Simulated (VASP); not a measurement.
# Au: single point with PBEsol

The system is Au.

```
Au
1.0
     0.00000    2.04000    2.04000
     2.04000    0.00000    2.04000
     2.04000    2.04000    0.00000
Au
1
Direct
  0.00000 0.00000 0.00000
```

```json
{
  "Program": "VASP 6.6.1",
  "Task": "single point",
  "Functional": "PBEsol",
  "Potentials or basis": "VASP PAW PBE potentials, release 64 (Au)",
  "Cutoff": "520 eV",
  "k mesh": "14 × 14 × 14",
  "Occupations": "gaussian, width 0.05 eV",
  "Spin": "no spin polarisation",
  "Dipole correction": "no",
  "Further INCAR settings": "ALGO = Fast; EDIFF = 1e-07; NBANDS = 12"
}
```

| Quantity | Value |
| --- | --- |
| Pressure | 0.1 GPa |

Levels at points of the mesh, in eV from the Fermi level:
```
           k point  band 2  band 3  band 4  band 5  band 6  band 7  band 8  band 9  band 10  band 11
(0.00, 0.00, 0.00)   -4.64   -4.64   -4.64   -3.10   -3.10   14.55   18.57   18.57    18.57    23.45
(0.50, 0.00, 0.00)   -4.68   -4.68   -1.89   -1.89   -0.98    3.13   14.00   17.18    17.18    25.00
(0.50, 0.50, 0.00)   -6.72   -1.93   -1.57   -1.57    1.00    5.83   10.02   10.02    17.26    19.90
```

It took 16 s on 1 thread of Intel(R) Xeon(R) Platinum 8375C CPU @ 2.90GHz (Ice Lake), with other jobs on the host, peak memory 0.15 GiB.

Caveat: the PAW data sets were made with another functional, which shifts forces and pressure a little; spin-orbit coupling is left out, which moves the levels of the heavy elements.
